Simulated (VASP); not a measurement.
Set up this calculation in VASP 6.6.1, as the native input.

```yaml
Task: relaxation of the atoms
Functional: PBE
Potentials_or_basis: VASP PAW PBE potentials, release 64 (Sn_d, O)
Cutoff: 520 eV
k_mesh: 4 × 4 × 4
Occupations: fermi-dirac, width 0.05 eV
Spin: no spin polarisation
Dipole_correction: no
Further_INCAR_settings: ALGO = Normal; EDIFF = 1e-06; IBRION = 2; EDIFFG = -0.01; NSW = 60
```

The structure of SnO2 lies in POSCAR:

```
SnO2
1.0
    5.1752560000     -0.0517525600      0.0000000000
   -0.0517525600      5.1752560000      0.0000000000
    0.0000000000      0.0000000000      5.1752560000
Sn O
4 8
Direct
    0.0000000000      0.0000000000      0.0000000000
    0.5000000000      0.0000000000      0.5000000000
    0.5000000000      0.5000000000      0.0000000000
    0.0000000000      0.5000000000      0.5000000000
    0.6610980000      0.8389020000      0.1610980000
    0.8389020000      0.1610980000      0.6610980000
    0.1610980000      0.6610980000      0.8389020000
    0.3389020000      0.3389020000      0.3389020000
    0.6610980000      0.6610980000      0.6610980000
    0.8389020000      0.3389020000      0.1610980000
    0.1610980000      0.8389020000      0.3389020000
    0.3389020000      0.1610980000      0.8389020000
```

The input as run:

INCAR

```
SYSTEM = SnO2
PREC     = Accurate       ! precision mode
ENCUT    = 520            ! plane-wave cutoff, eV
EDIFF    = 1E-6           ! SCF threshold, eV
ISMEAR   = -1             ! smearing method
SIGMA    = 0.05           ! smearing width, eV
LREAL    = .FALSE.        ! projectors in reciprocal space
LASPH    = .TRUE.         ! aspherical terms in the spheres
NELM     = 100            ! most SCF steps
ALGO     = Normal         ! electronic algorithm
ISIF     = 2              ! what is computed and relaxed
LWAVE    = .FALSE.        ! write WAVECAR
LCHARG   = .FALSE.        ! write CHGCAR
GGA      = PE             ! functional
IBRION   = 2              ! ionic algorithm
NSW      = 60             ! ionic steps
EDIFFG   = -0.01          ! ionic threshold
KPAR     = 4
```

KPOINTS

```
regular mesh
0
G
  4 4 4
  0 0 0
```

Potentials or basis: VASP PAW PBE potentials, release 64 (Sn_d, O).

Run with:

```bash
$ cat potpaw_PBE.64/Sn_d/POTCAR potpaw_PBE.64/O/POTCAR > POTCAR
$ mpirun -np 4 vasp_std > vasp.out
```

Results of the run:

* Energy gained by relaxing: 0.1 meV/atom
* Ionic steps: 6
* Pressure after relaxing: 0.0 GPa
* Largest force after relaxing: 0.005 eV/Å
* Band gap on the k mesh: 0.53 eV (least direct gap 0.57 eV)

Caveat: semilocal functionals underestimate gaps, and a narrow one can read as zero; spin-orbit coupling is left out, which moves the levels of the heavy elements.

Run time: 4.2 min on 4 MPI ranks on Intel(R) Xeon(R) Platinum 8259CL CPU @ 2.50GHz (Skylake/Cascade Lake) (shared host), peak memory 0.36 GiB a rank.
